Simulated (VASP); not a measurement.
# LaB6 (Pm-3m) in VASP: relaxation of the atoms with PBEsol

Aim: the relaxation of the atoms of LaB6 with PBEsol.

All numbers are computed with VASP 6.6.1; they aren't measurements. Logs are shortened: lines on timing, memory, paths and dates and some standing lists are left out, and cuts for length are marked.

## Step 1: The cell of the first run

The structure is cubic, space group Pm-3m (No. 221). The conventional cell has a = 4.157 Å, b = 4.157 Å, c = 4.157 Å, α = 90.00°, β = 90.00°, γ = 90.00°. La (site symmetry m-3m) has 24 B at 3.05 Å within 4.0 Å. Within 2.2 Å of B (site symmetry 4mm) lie 5 B at 1.64 to 1.78 Å.

## Step 2: Relaxation of the atoms, PBEsol

File INCAR:

```
SYSTEM = LaB6
PREC = Accurate ; ENCUT = 450
EDIFF = 1E-7 ; ISMEAR = 1
SIGMA = 0.15 ; LREAL = .FALSE.
LASPH = .TRUE. ; NELM = 200
ALGO = Normal ; ISIF = 2
LWAVE = .FALSE. ; LCHARG = .FALSE.
GGA = PS ; IBRION = 2
NSW = 80 ; EDIFFG = -0.01
GGA_COMPAT = .FALSE. ; NELMIN = 4
LMAXMIX = 6
```

File KPOINTS:

```
regular mesh
0
G
  3 3 3
  0 0 0
```

File POSCAR:

```
LaB6
1.0
    4.1570000000      0.0000000000      0.0000000000
    0.0000000000      4.1570000000      0.0000000000
    0.0000000000      0.0000000000      4.1570000000
La B
1 6
Direct
    0.0000000000      0.0000000000      0.0000000000
    0.1975000000      0.5000000000      0.5000000000
    0.5000000000      0.1975000000      0.5000000000
    0.8025000000      0.5000000000      0.5000000000
    0.5000000000      0.8025000000      0.5000000000
    0.5000000000      0.5000000000      0.1975000000
    0.5000000000      0.5000000000      0.8025000000
```

Potentials or basis: VASP PAW PBE potentials, release 64 (La, B).

Run with:

```
cat potpaw_PBE.64/La/POTCAR potpaw_PBE.64/B/POTCAR > POTCAR
mpirun -np 1 vasp_std > vasp.out
```

OUTCAR:

```text
SYSTEM = LaB6
   PREC = Accurate
   ENCUT = 450
   EDIFF = 1E-7
   ISMEAR = 1
   LREAL = .FALSE.
   LASPH = .TRUE.
   NELM = 200
   ISIF = 2
   GGA = PS
   IBRION = 2
   NSW = 80
   EDIFFG = -0.01
   NELMIN = 4

 ion  position               nearest neighbor table
   1  0.000  0.000  0.000-
   2  0.197  0.500  0.500-   4 1.64   3 1.78   5 1.78   6 1.78   7 1.78
   3  0.500  0.197  0.500-   5 1.64   4 1.78   2 1.78   6 1.78   7 1.78
   4  0.803  0.500  0.500-   2 1.64   3 1.78   5 1.78   6 1.78   7 1.78
   5  0.500  0.803  0.500-   3 1.64   2 1.78   4 1.78   6 1.78   7 1.78
   6  0.500  0.500  0.197-   7 1.64   3 1.78   4 1.78   5 1.78   2 1.78
   7  0.500  0.500  0.803-   6 1.64   3 1.78   4 1.78   5 1.78   2 1.78

  LATTYP: Found a simple cubic cell.
 ALAT       =     4.1570000000

  Lattice vectors:

 A1 = (   4.1570000000,   0.0000000000,   0.0000000000)
 A2 = (   0.0000000000,   4.1570000000,   0.0000000000)
 A3 = (   0.0000000000,   0.0000000000,   4.1570000000)

Analysis of symmetry for initial positions (statically):
=====================================================================
 Subroutine PRICEL returns:
 Original cell was already a primitive cell.

 Routine SETGRP: Setting up the symmetry group for a
 simple cubic supercell.

 Subroutine GETGRP returns: Found 48 space group operations
 (whereof 48 operations were pure point group operations)
 out of a pool of 48 trial point group operations.

The static configuration has the point symmetry O_h .

Analysis of symmetry for dynamics (positions and initial velocities):
=====================================================================
 Subroutine PRICEL returns:
 Original cell was already a primitive cell.

 Routine SETGRP: Setting up the symmetry group for a
 simple cubic supercell.

 Subroutine GETGRP returns: Found 48 space group operations
 (whereof 48 operations were pure point group operations)
 out of a pool of 48 trial point group operations.

The dynamic configuration has the point symmetry O_h .

 Subroutine INISYM returns: Found 48 space group operations
 (whereof 48 operations are pure point group operations),
 and found     1 'primitive' translations

----------------------------------------------------------------------------------------

                                     Primitive cell

  volume of cell :      71.8357

  direct lattice vectors                    reciprocal lattice vectors
     4.157000000  0.000000000  0.000000000     0.240558095  0.000000000  0.000000000
     0.000000000  4.157000000  0.000000000     0.000000000  0.240558095  0.000000000
     0.000000000  0.000000000  4.157000000     0.000000000  0.000000000  0.240558095

  length of vectors
     4.157000000  4.157000000  4.157000000     0.240558095  0.240558095  0.240558095

  position of ions in fractional coordinates (direct lattice)
     0.000000000  0.000000000  0.000000000
     0.197500000  0.500000000  0.500000000
     0.500000000  0.197500000  0.500000000
     0.802500000  0.500000000  0.500000000
     0.500000000  0.802500000  0.500000000
     0.500000000  0.500000000  0.197500000
     0.500000000  0.500000000  0.802500000

  ion indices of the primitive-cell ions
   primitive index   ion index
                 1           1
                 2           2
                 3           3
                 4           4
                 5           5
                 6           6
                 7           7

----------------------------------------------------------------------------------------

 KPOINTS: regular mesh

Automatic generation of k-mesh.
 Grid dimensions read from file:
 generate k-points for:    3    3    3

 Generating k-lattice:

  Cartesian coordinates                     Fractional coordinates (reciprocal lattice)
     0.080186032  0.000000000  0.000000000     0.333333333  0.000000000  0.000000000
     0.000000000  0.080186032  0.000000000     0.000000000  0.333333333  0.000000000
     0.000000000  0.000000000  0.080186032     0.000000000  0.000000000  0.333333333

  Length of vectors
     0.080186032  0.080186032  0.080186032

  Shift w.r.t. Gamma in fractional coordinates (k-lattice)
     0.000000000  0.000000000  0.000000000

 Subroutine IBZKPT returns following result:
 ===========================================

 Found      4 irreducible k-points:

 Following reciprocal coordinates:
            Coordinates               Weight
  0.000000  0.000000  0.000000      1.000000
  0.333333  0.000000  0.000000      6.000000
  0.333333  0.333333  0.000000     12.000000
  0.333333  0.333333  0.333333      8.000000
   k-points           NKPTS =      4   k-points in BZ     NKDIM =      4   number of bands    NBANDS=     18
   number of dos      NEDOS =    301   number of ions     NIONS =      7
   total plane-waves  NPLWV =  27000
   dimension x,y,z NGX =    30 NGY =   30 NGZ =   30
   dimension x,y,z NGXF=    60 NGYF=   60 NGZF=   60
   ions per type =               1   6
   NGX,Y,Z   is equivalent  to a cutoff of  12.00, 12.00, 12.00 a.u.
   NGXF,Y,Z  is equivalent  to a cutoff of  24.00, 24.00, 24.00 a.u.
 SYSTEM =  LaB6
   PREC   = accura    normal or accurate (medium, high low for compatibility)
   ISTART =      0    job   : 0-new  1-cont  2-samecut
   ICHARG =      2    charge: 1-file 2-atom 10-const
   ISPIN  =      1    spin polarized calculation?
   LNONCOLLINEAR =      F non collinear calculations
   LSORBIT =      F    spin-orbit coupling
   LASPH  =      T    aspherical Exc in radial PAW
   ENCUT  =  450.0 eV  33.07 Ry    5.75 a.u.   7.19  7.19  7.19*2*pi/ulx,y,z
   NELM   =    200;   NELMIN=  4; NELMDL= -5     # of ELM steps
   EDIFF  = 0.1E-06   stopping-criterion for ELM
   LREAL  =      F    real-space projection
   EDIFFG = -.1E-01   stopping-criterion for IOM
   NSW    =     80    number of steps for IOM
   IBRION =      2    ionic relax: 0-MD 1-quasi-New 2-CG
   NFREE  =      1    steps in history (QN), initial steepest desc. (CG)
   ISIF   =      2    stress and relaxation
   ISYM   =      2    0-nonsym 1-usesym 2-fastsym
   POTIM  = 0.5000    time-step for ionic-motion
   TEBEG  =    0.0;   TEEND  =   0.0 temperature during run
   PSTRESS=    0.0 pullay stress
   NELECT =      29.0000    total number of electrons
   NUPDOWN=      -1.0000    fix difference up-down
   EMIN   =  10.00;   EMAX   =-10.00  energy-range for DOS
   EFERMI =   0.00;   METHOD = LEGACY
   ISMEAR =     1;   SIGMA  =   0.15  broadening in eV -4-tet -1-fermi 0-gaus
   EFERMI_NEDOS =   21; number of points for ismear=-14 and -15
   IALGO  =     38    algorithm
   IMIX   =      4    mixing-type and parameters
     AMIX     =   0.40;   BMIX     =  1.00
     AMIX_MAG =   1.60;   BMIX_MAG =  1.00
  volume/ion in A,a.u.               =      10.26        69.25
  Fermi-wavevector in a.u.,A,eV,Ry     =   1.209932  2.286439 19.918037  1.463934
  Thomas-Fermi vector in A             =   2.345494
   LORBIT       =      0    0 simple, 1 ext, 2 COOP (PROOUT), +10 PAW based schemes
   GGA     = PS    functional components
   LHFCALC =     F    Hartree Fock is set to
   AEXX    =    0.0000 exact exchange contribution
   IVDW    =     0    specifies the selected vdW correction
   LEPSILON=     F    determine dielectric tensor
   LRPA    =     F    only Hartree local field effects (RPA)
 conjugate gradient relaxation of ions
 non-spin polarized calculation
 Methfessel and Paxton  Order N= 1 SIGMA  =   0.15
  energy-cutoff  :      450.00
  volume of cell :       71.84
 maximum number of plane-waves:      1568
 NGX is ok and might be reduce to    30
   NGX = 15   NGY = 15   NGZ = 15

--------------------------------------- Ionic step        1  -------------------------------------------

 number of electron      29.0000001 magnetization

 Free energy of the ion-electron system (eV)
  ---------------------------------------------------
  ext. energy  EPLUGINS =         0.00000000
  ---------------------------------------------------
  free energy    TOTEN  =       -51.27163988 eV

  energy without entropy =      -51.24628814  energy(sigma->0) =      -51.26318930

------------------------ aborting loop because EDIFF is reached ----------------------------------------

  FORCE on cell =-STRESS in cart. coord.  units (eV):
  Direction    XX          YY          ZZ          XY          YZ          ZX
  --------------------------------------------------------------------------------------
  -------------------------------------------------------------------------------------
  Total       -1.3594317     -1.3594317     -1.3594317      0.0000000      0.0000000     -0.0000000
  in kB      -30.3199104    -30.3199104    -30.3199104      0.0000000      0.0000000     -0.0000000
  external PRESSURE =     -30.3199104 kB  Pullay stress =       0.0000000 kB
[... 67 lines left out ...]
  energy  without entropy=      -51.1922368506  energy(sigma->0) =      -51.21235331

--------------------------------------- Ionic step        3  -------------------------------------------

 number of electron      29.0000001 magnetization

 Free energy of the ion-electron system (eV)
  ---------------------------------------------------
  ext. energy  EPLUGINS =         0.00000000
  ---------------------------------------------------
  free energy    TOTEN  =       -51.29511725 eV

  energy without entropy =      -51.26314382  energy(sigma->0) =      -51.28445944

 E-fermi :   8.7243     XC(G=0): -11.3588

 val. band max:        6.8788765604   @ k =   0.3333   0.0000   0.0000
 cond. band min:       8.7506294309   @ k =   0.3333   0.3333   0.0000
 fundamental gap:      1.8717528705
 Fermi energy:         8.7242810713

 k-point     1 :       0.0000    0.0000    0.0000
  band No.  band energies     occupation
      1     -24.4513      2.00000
      2      -8.2165      2.00000
      3      -8.2165      2.00000
      4      -8.2165      2.00000
      5      -7.0533      2.00000
      6       0.5428      2.00000
[... 10 lines left out ...]
     17       8.7523      0.69036
     18       9.9578     -0.00000
[... 95 lines left out ...]
  FREE ENERGIE OF THE ION-ELECTRON SYSTEM (eV)
  ---------------------------------------------------
  free  energy   TOTEN  =       -51.2951172487 eV

  energy  without entropy=      -51.2631438173  energy(sigma->0) =      -51.28445944

 reached required accuracy - stopping structural energy minimisation
```

Run time: 35 s. Hardware: 1 thread of AMD EPYC 7R43 (Zen 3), shared host; peak memory 0.13 GiB.

What came out:

```
Free energy               : -51.2951 eV
Energy gained by relaxing : 3.4 meV/atom
Ionic steps               : 3
Pressure after relaxing   : -2.4 GPa
```

Forces on the atoms (eV/Å):
```
La   0.000  0.000  0.000
B   -0.002  0.000  0.000
B    0.000 -0.002  0.000
B    0.002  0.000  0.000
B    0.000  0.002  0.000
B    0.000  0.000 -0.002
B    0.000  0.000  0.002
```

Step by step:
```csv
step,energy change (eV),largest force (eV/Å),pressure (GPa)
1,0.0000,0.6719,-3.03
2,0.0492,1.1755,-0.85
3,-0.0235,0.0024,-2.43
```

Final structure:
```yaml
crystal:
  lattice:
    - [4.15700, 0.00000, 0.00000]
    - [0.00000, 4.15700, 0.00000]
    - [0.00000, 0.00000, 4.15700]
  atoms:
    - { symbol: La, position: [0.00000, 0.00000, 0.00000] }
    - { symbol: B, position: [0.20033, 0.50000, 0.50000] }
    - { symbol: B, position: [0.50000, 0.20033, 0.50000] }
    - { symbol: B, position: [0.79967, 0.50000, 0.50000] }
    - { symbol: B, position: [0.50000, 0.79967, 0.50000] }
    - { symbol: B, position: [0.50000, 0.50000, 0.20033] }
    - { symbol: B, position: [0.50000, 0.50000, 0.79967] }
```

Caveat: the k points lie up to 0.50 Å⁻¹ apart; the PAW data sets were made with another functional, which shifts forces and pressure a little; spin-orbit coupling is left out, which moves the levels of the heavy elements.
